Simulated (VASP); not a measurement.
Input of a VASP 6.6.1 run:

File POSCAR:

```
Cr
1.0
   -1.4149597590      1.4149597590      1.4149597590
    1.4149597590     -1.4149597590      1.4149597590
    1.4149597590      1.4149597590     -1.4149597590
Cr
1
Direct
    0.0000000000      0.0000000000      0.0000000000
```

INCAR.step1

```
SYSTEM = Cr
  ALGO = Normal
  EDIFF = 1E-5
  ENCUT = 550
  GGA = PE
  GGA_COMPAT = .FALSE.
  ISMEAR = 1
  LASPH = .TRUE.
  LCHARG = .FALSE.
  LREAL = .FALSE.
  LWAVE = .TRUE.
  NBANDS = 12
  NELM = 120
  PREC = Accurate
  SIGMA = 1.0
```

File INCAR.step2:

```
SYSTEM = Cr
  ALGO = Normal
  EDIFF = 1E-6
  ENCUT = 550
  GGA_COMPAT = .FALSE.
  ISIF = 2
  ISMEAR = 1
  ISTART = 1
  LASPH = .TRUE.
  LCHARG = .FALSE.
  LMIXTAU = .TRUE.
  LREAL = .FALSE.
  LWAVE = .FALSE.
  METAGGA = R2SCAN
  NBANDS = 12
  NELM = 120
  PREC = Accurate
  SIGMA = 1.0
```

File KPOINTS:

```
k-points
0
G
  15 15 15
  0 0 0
```

Potentials or basis: VASP PAW PBE potentials, release 64 (Cr_pv).

Launch:

```bash
$ cat potpaw_PBE.64/Cr_pv/POTCAR > POTCAR
$ cp INCAR.step1 INCAR
$ mpirun -np 1 vasp_std > vasp.out
$ cp INCAR.step2 INCAR
$ mpirun -np 1 vasp_std > vasp.out
```

Question: Estimate the band gap on the k mesh.

Answer: Zero (band 6 reaches 13.60 eV, above the bottom of band 7 at 10.19 eV).

Question: What does it give for the pressure?

Answer: -1.7 GPa.

Caveat: the PAW data sets were made with another functional, which shifts forces and pressure a little; the run has no spin polarisation, though such a crystal can be magnetic. Spin polarisation is off, so any magnetic state and its effect on volume and gap are missing.
